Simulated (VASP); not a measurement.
Runs of VASP 6.6.1 on Ga. The structure is that of space group Pm-3m (No. 221), or close to it. The cells are those of the table. 

```csv
level,cell,k mesh,grid for exact exchange (PRECFOCK),screening parameter,gap on the mesh (eV),pressure (GPa)
PBE,"a = 2.608 Å, 1 atom",19 × 19 × 19,-,-,none,(c)
PBE,"a = 2.647 Å, 1 atom",19 × 19 × 19,-,-,none,4.8
PBE,"a = 2.722 Å, 1 atom",19 × 19 × 19,-,-,none,0.0
HSE06,"a = 2.722 Å, 1 atom",6 × 6 × 6,Normal,0.2079 1/Å,none,-0.3
PBE,"a = 2.758 Å, 1 atom",19 × 19 × 19,-,-,none,-1.6
PBE,"a = 2.827 Å, 1 atom",19 × 19 × 19,-,-,none,(b)
PBE,"a = 2.685 Å, 1 atom",19 × 19 × 19,-,-,none,(a)
PBE,"a = 2.793 Å, 1 atom",19 × 19 × 19,-,-,none,-3.0
```

Alike in all rows: task single point; potentials or basis VASP PAW PBE potentials, release 64 (Ga_d); no spin polarisation; cutoff (eV) 520; smearing fermi-dirac 0.1 eV.

Task: Fill in the values left out.

Result: (a) 2.2; (b) -3.9; (c) 8.1.

Caveats: some runs use coarse meshes; the PAW data sets were made with another functional, which shifts forces and pressure a little (some runs).

A k mesh can miss the band edges, and the runs leave out spin-orbit coupling on Ga.

A gap of «none» marks levels without a gap at the run's occupations.
